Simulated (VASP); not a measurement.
A run of VASP 6.6.1 is set up as follows.

File INCAR:

```
SYSTEM = Ti
  PREC = Accurate
  ENCUT = 520
  EDIFF = 1E-6
  ISMEAR = -1
  SIGMA = 0.1
  LREAL = .FALSE.
  LASPH = .TRUE.
  NELM = 80
  ALGO = Normal
  ISIF = 2
  LWAVE = .FALSE.
  LCHARG = .FALSE.
  GGA = PE
  NBANDS = 19
```

KPOINTS

```
Automatic mesh
0
G
  16 16 16
  0 0 0
```

The input POSCAR:

```
Ti
1.0
    0.0000000000      2.7717335716      2.7717335716
    2.7717335716      0.0000000000      2.7717335716
    2.7717335716      2.7717335716      0.0000000000
Ti
2
Direct
    0.1250000000      0.1250000000      0.1250000000
    0.8750000000      0.8750000000      0.8750000000
```

Potentials or basis: VASP PAW PBE potentials, release 64 (Ti_sv).

The run is started by

```bash
$ cat potpaw_PBE.64/Ti_sv/POTCAR > POTCAR
$ mpirun -np 1 vasp_std > vasp.out
```

(1) Estimate the band gap on the k mesh.

(2) Estimate the pressure.

Answers

(1) zero (band 12 reaches 6.09 eV, above the bottom of band 13 at 5.84 eV).

(2) 3.2 GPa.
